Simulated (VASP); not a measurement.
# Sb (Fm-3m) in VASP: further runs

Sb is run at these levels: PBEsol; tasks: single point.

Everything below comes from runs of VASP 6.6.1. Logs are shortened: lines on timing, memory, paths and dates and some standing lists are left out, and cuts for length are marked.

## Step 1: The cell of the first run

Symmetry: Fm-3m, No. 225, cubic system. The conventional cell has a = 4.548 Å, b = 4.548 Å, c = 4.548 Å, α = 90.00°, β = 90.00°, γ = 90.00°. Within 4.2 Å of Sb (site symmetry m-3m) lie 12 Sb at 3.22 Å.

## Step 2: Single point, PBEsol (volume scaled by 0.96)

Contents of INCAR:

```
PREC = Accurate
ENCUT = 520
EDIFF = 1E-6
ISMEAR = -1
SIGMA = 0.05
LREAL = False
LASPH = True
NELM = 100
ALGO = Normal
ISIF = 2
LWAVE = False
LCHARG = False
GGA = PS
NBANDS = 8
```

Contents of KPOINTS:

```
Automatic mesh
0
Gamma
  12 12 12
```

Contents of POSCAR:

```
Sb
1.0
    0.0000000000      2.2738475325      2.2738475325
    2.2738475325      0.0000000000      2.2738475325
    2.2738475325      2.2738475325      0.0000000000
Sb
1
Direct
    0.0000000000      0.0000000000      0.0000000000
```

Potentials or basis: VASP PAW PBE potentials, release 64 (Sb).

Started as:

```bash
cat potpaw_PBE.64/Sb/POTCAR > POTCAR
mpirun -np 1 vasp_std > vasp.out
```

OUTCAR:

```text
PREC = Accurate
   ENCUT = 520
   EDIFF = 1E-6
   ISMEAR = -1
   LREAL = False
   LASPH = True
   NELM = 100
   ISIF = 2
   GGA = PS

 ion  position               nearest neighbor table
   1  0.000  0.000  0.000-

  LATTYP: Found a face centered cubic cell.
 ALAT       =     4.5476950650

  Lattice vectors:

 A1 = (   0.0000000000,   2.2738475325,   2.2738475325)
 A2 = (   2.2738475325,   0.0000000000,   2.2738475325)
 A3 = (   2.2738475325,   2.2738475325,   0.0000000000)

Analysis of symmetry for initial positions (statically):
=====================================================================
 Subroutine PRICEL returns:
 Original cell was already a primitive cell.

 Routine SETGRP: Setting up the symmetry group for a
 face centered cubic supercell.

 Subroutine GETGRP returns: Found 48 space group operations
 (whereof 48 operations were pure point group operations)
 out of a pool of 48 trial point group operations.

The static configuration has the point symmetry O_h .

Analysis of symmetry for dynamics (positions and initial velocities):
=====================================================================
 Subroutine PRICEL returns:
 Original cell was already a primitive cell.

 Routine SETGRP: Setting up the symmetry group for a
 face centered cubic supercell.

 Subroutine GETGRP returns: Found 48 space group operations
 (whereof 48 operations were pure point group operations)
 out of a pool of 48 trial point group operations.

The dynamic configuration has the point symmetry O_h .

 Subroutine INISYM returns: Found 48 space group operations
 (whereof 48 operations are pure point group operations),
 and found     1 'primitive' translations

----------------------------------------------------------------------------------------

                                     Primitive cell

  volume of cell :      23.5133

  direct lattice vectors                    reciprocal lattice vectors
     0.000000000  2.273847533  2.273847533    -0.219891612  0.219891612  0.219891612
     2.273847533  0.000000000  2.273847533     0.219891612 -0.219891612  0.219891612
     2.273847533  2.273847533  0.000000000     0.219891612  0.219891612 -0.219891612

  length of vectors
     3.215706019  3.215706019  3.215706019     0.380863445  0.380863445  0.380863445

  position of ions in fractional coordinates (direct lattice)
     0.000000000  0.000000000  0.000000000

  ion indices of the primitive-cell ions
   primitive index   ion index
                 1           1

----------------------------------------------------------------------------------------

 KPOINTS: Automatic mesh

Automatic generation of k-mesh.
 Grid dimensions read from file:
 generate k-points for:   12   12   12

 Generating k-lattice:

  Cartesian coordinates                     Fractional coordinates (reciprocal lattice)
    -0.018324301  0.018324301  0.018324301     0.083333333  0.000000000  0.000000000
     0.018324301 -0.018324301  0.018324301     0.000000000  0.083333333  0.000000000
     0.018324301  0.018324301 -0.018324301     0.000000000  0.000000000  0.083333333

  Length of vectors
     0.031738620  0.031738620  0.031738620

  Shift w.r.t. Gamma in fractional coordinates (k-lattice)
     0.000000000  0.000000000  0.000000000

 Subroutine IBZKPT returns following result:
 ===========================================

 Found     72 irreducible k-points:

 Following reciprocal coordinates:
            Coordinates               Weight
  0.000000  0.000000  0.000000      1.000000
  0.083333  0.000000  0.000000      8.000000
  0.166667  0.000000  0.000000      8.000000
  0.250000  0.000000  0.000000      8.000000
  0.333333  0.000000  0.000000      8.000000
  0.416667  0.000000  0.000000      8.000000
[... 16 lines left out ...]
  0.500000  0.166667  0.000000     24.000000
 -0.416667  0.166667  0.000000     24.000000
 [... further k-points ...]
   k-points           NKPTS =     72   k-points in BZ     NKDIM =     72   number of bands    NBANDS=      8
   number of dos      NEDOS =    301   number of ions     NIONS =      1
   total plane-waves  NPLWV =  13824
   dimension x,y,z NGX =    24 NGY =   24 NGZ =   24
   dimension x,y,z NGXF=    48 NGYF=   48 NGZF=   48
   ions per type =               1
   NGX,Y,Z   is equivalent  to a cutoff of  12.41, 12.41, 12.41 a.u.
   NGXF,Y,Z  is equivalent  to a cutoff of  24.82, 24.82, 24.82 a.u.
 SYSTEM =  unknown system
   PREC   = accura    normal or accurate (medium, high low for compatibility)
   ISTART =      0    job   : 0-new  1-cont  2-samecut
   ICHARG =      2    charge: 1-file 2-atom 10-const
   ISPIN  =      1    spin polarized calculation?
   LNONCOLLINEAR =      F non collinear calculations
   LSORBIT =      F    spin-orbit coupling
   LASPH  =      T    aspherical Exc in radial PAW
   ENCUT  =  520.0 eV  38.22 Ry    6.18 a.u.   5.98  5.98  5.98*2*pi/ulx,y,z
   NELM   =    100;   NELMIN=  2; NELMDL= -5     # of ELM steps
   EDIFF  = 0.1E-05   stopping-criterion for ELM
   LREAL  =      F    real-space projection
   EDIFFG = 0.1E-04   stopping-criterion for IOM
   NSW    =      0    number of steps for IOM
   IBRION =     -1    ionic relax: 0-MD 1-quasi-New 2-CG
   NFREE  =      0    steps in history (QN), initial steepest desc. (CG)
   ISIF   =      2    stress and relaxation
   ISYM   =      2    0-nonsym 1-usesym 2-fastsym
   POTIM  = 0.5000    time-step for ionic-motion
   TEBEG  =    0.0;   TEEND  =   0.0 temperature during run
   PSTRESS=    0.0 pullay stress
   NELECT =       5.0000    total number of electrons
   NUPDOWN=      -1.0000    fix difference up-down
   EMIN   =  10.00;   EMAX   =-10.00  energy-range for DOS
   EFERMI =   0.00;   METHOD = LEGACY
   ISMEAR =    -1;   SIGMA  =   0.05  broadening in eV -4-tet -1-fermi 0-gaus
   EFERMI_NEDOS =   21; number of points for ismear=-14 and -15
   IALGO  =     38    algorithm
   IMIX   =      4    mixing-type and parameters
     AMIX     =   0.40;   BMIX     =  1.00
     AMIX_MAG =   1.60;   BMIX_MAG =  1.00
  volume/ion in A,a.u.               =      23.51       158.68
  Fermi-wavevector in a.u.,A,eV,Ry     =   0.977148  1.846541 12.991079  0.954817
  Thomas-Fermi vector in A             =   2.107822
   LORBIT       =      0    0 simple, 1 ext, 2 COOP (PROOUT), +10 PAW based schemes
   GGA     = PS    functional components
   LHFCALC =     F    Hartree Fock is set to
   AEXX    =    0.0000 exact exchange contribution
   IVDW    =     0    specifies the selected vdW correction
   LEPSILON=     F    determine dielectric tensor
   LRPA    =     F    only Hartree local field effects (RPA)
 non-spin polarized calculation
  energy-cutoff  :      520.00
  volume of cell :       23.51
 maximum number of plane-waves:       648
   NGX = 11   NGY = 11   NGZ = 11

 number of electron       5.0000000 magnetization

 Free energy of the ion-electron system (eV)
  ---------------------------------------------------
  ext. energy  EPLUGINS =         0.00000000
  ---------------------------------------------------
  free energy    TOTEN  =        -4.22694823 eV

  energy without entropy =       -4.22184029  energy(sigma->0) =       -4.22439426

 E-fermi :  10.3232     XC(G=0): -10.9302

 val. band max:       10.3106057598   @ k =   0.4167   0.3333   0.0000
 cond. band min:      10.3578414922   @ k =  -0.3333   0.3333   0.1667
 fundamental gap:      0.0472357325
 Fermi energy:        10.3231867338

 k-point     1 :       0.0000    0.0000    0.0000
  band No.  band energies     occupation
      1      -3.8315      2.00000
      2      16.6232      0.00000
      3      16.6232      0.00000
      4      16.6232      0.00000
      5      20.4707      0.00000
      6      20.7145      0.00000
      7      20.7145      0.00000
      8      20.7145      0.00000

 k-point     2 :       0.0833    0.0000    0.0000
  band No.  band energies     occupation
      1      -3.6755      2.00000
      2      15.0837      0.00000
      3      16.3845      0.00000
      4      16.3845      0.00000
      5      19.5596      0.00000
      6      21.0867      0.00000
      7      21.0867      0.00000
      8      22.6937      0.00000

 k-point     3 :       0.1667    0.0000    0.0000
  band No.  band energies     occupation
      1      -3.2083      2.00000
      2      12.2963      0.00000
      3      15.8716      0.00000
      4      15.8716      0.00000
      5      19.1863      0.00000
      6      21.7095      0.00000
      7      21.7095      0.00000
      8      23.2466      0.00000

 k-point     4 :       0.2500    0.0000    0.0000
  band No.  band energies     occupation
      1      -2.4351      2.00000
      2       9.4682      2.00000
      3      15.3451      0.00000
      4      15.3451      0.00000
      5      19.0009      0.00000
      6      21.1924      0.00000
      7      21.1924      0.00000
      8      22.2858      0.00000

 k-point     5 :       0.3333    0.0000    0.0000
  band No.  band energies     occupation
      1      -1.3749      2.00000
      2       6.8690      2.00000
      3      14.9253      0.00000
      4      14.9253      0.00000
      5      18.9898      0.00000
      6      20.4208      0.00000
      7      20.4208      0.00000
      8      21.1750      0.00000
[... 177 lines left out ...]
 k-point    22 :       0.4167    0.1667    0.0000
  band No.  band energies     occupation
      1      -0.4254      2.00000
      2       6.5579      2.00000
      3      12.1917      0.00000
      4      12.9012      0.00000
      5      16.7732      0.00000
      6      21.3765      0.00000
      7      22.6738      0.00000
      8      23.6353      0.00000

 k-point    23 :       0.5000    0.1667    0.0000
  band No.  band energies     occupation
      1       0.8062      2.00000
      2       4.6275      2.00000
      3      11.4241      0.00000
      4      13.0824      0.00000
      5      16.8188      0.00000
      6      21.9771      0.00000
      7      22.2047      0.00000
      8      24.3340      0.00000

 k-point    24 :      -0.4167    0.1667    0.0000
  band No.  band energies     occupation
      1       1.1025      2.00000
      2       4.2391      2.00000
      3      10.8898      0.00002
      4      13.5595      0.00000
      5      17.1744      0.00000
      6      21.5066      0.00000
      7      21.9352      0.00000
      8      24.9239      0.00000

 [... further k-points ...]
[... 5 lines left out ...]
  --------------------------------------------------------------------------------------
  -------------------------------------------------------------------------------------
  Total        1.3456943      1.3456943      1.3456943      0.0000000      0.0000000     -0.0000000
  in kB       91.6944371     91.6944371     91.6944371      0.0000000      0.0000000     -0.0000000
  external PRESSURE =      91.6944371 kB  Pullay stress =       0.0000000 kB

 VOLUME and BASIS-vectors are now :
 -----------------------------------------------------------------------------
  energy-cutoff  :      520.00
  volume of cell :       23.51
      direct lattice vectors                 reciprocal lattice vectors
     0.000000000  2.273847533  2.273847533    -0.219891612  0.219891612  0.219891612
     2.273847533  0.000000000  2.273847533     0.219891612 -0.219891612  0.219891612
     2.273847533  2.273847533  0.000000000     0.219891612  0.219891612 -0.219891612

 POSITION                                       TOTAL-FORCE (eV/Angst)
 -----------------------------------------------------------------------------------
      0.00000      0.00000      0.00000         0.000000      0.000000      0.000000
 -----------------------------------------------------------------------------------
    total drift:                                0.000000      0.000000     -0.000000

  FREE ENERGIE OF THE ION-ELECTRON SYSTEM (eV)
  ---------------------------------------------------
  free  energy   TOTEN  =        -4.2269482270 eV

  energy  without entropy=       -4.2218402919  energy(sigma->0) =       -4.22439426
```

Wall time 4.9 s (1 thread of Intel Xeon 6975P-C, shared host); peak memory 0.14 GiB.

Results:

```
Free energy : -4.2269 eV
Pressure    : 9.2 GPa
```

Caveat: the PAW data sets were made with another functional, which shifts forces and pressure a little; spin-orbit coupling is left out, which moves the levels of the heavy elements.

[end of part 1 of 2]
